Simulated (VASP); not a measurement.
YMg2O2: single point with PBE

Crystal: YMg2O2.

```
CELL_PARAMETERS angstrom
3.17140 0.00000 0.00000
-1.58570 2.74651 0.00000
0.00000 0.00000 8.16464
ATOMIC_POSITIONS crystal
Y 0.00000 0.00000 0.00000
Mg 0.33333 0.66667 0.65943
Mg 0.66667 0.33333 0.34057
O 0.66667 0.33333 0.80216
O 0.33333 0.66667 0.19784
```

The cell was built from a structure type or drawn by symmetry, and may not be a known phase.

* Program: VASP 6.6.1
* Task: single point
* Functional: PBE
* Potentials or basis: VASP PAW PBE potentials, release 64 (Y_sv, Mg, O)
* Cutoff: 520 eV
* k mesh: 6 × 6 × 2
* Occupations: gaussian, width 0.1 eV
* Spin: no spin polarisation

```json
{"Pressure": "-0.5 GPa", "Largest force": "0.008 eV/Å", "Band gap on the k mesh": "zero (an odd number of electrons rules out a gap without spin polarisation)"}
```

Forces on the atoms (eV/Å):
```
Y    0.000  0.000  0.000
Mg   0.000  0.000  0.008
Mg   0.000  0.000 -0.008
O    0.000  0.000  0.003
O    0.000  0.000 -0.003
```

Levels at points of the mesh, in eV from the Fermi level:
```csv
k point,band 9,band 10,band 11,band 12,band 13,band 14,band 15,band 16,band 17,band 18
"(0.00, 0.00, 0.00)",-4.82,-4.82,-4.33,-4.33,-4.23,0.11,1.22,1.60,2.24,2.24
"(0.50, 0.00, 0.00)",-6.15,-5.29,-5.28,-4.73,-1.22,-0.30,0.21,3.30,3.85,4.61
"(0.00, 0.00, 0.50)",-4.82,-4.82,-4.33,-4.33,-3.22,-0.90,0.71,2.24,2.24,3.20
"(0.50, 0.00, 0.50)",-6.21,-5.29,-5.18,-4.73,-1.23,-0.39,0.12,3.35,4.64,4.65
```

It took 50 s on 1 thread of Intel Xeon 8259CL, with other jobs on the host, peak memory 0.2 GiB.

Caveat: the k points lie up to 0.38 Å⁻¹ apart, too coarse for converged energies and pressures of a metal; an odd number of electrons without spin polarisation forces a metal; a magnetic or distorted state may lie lower.
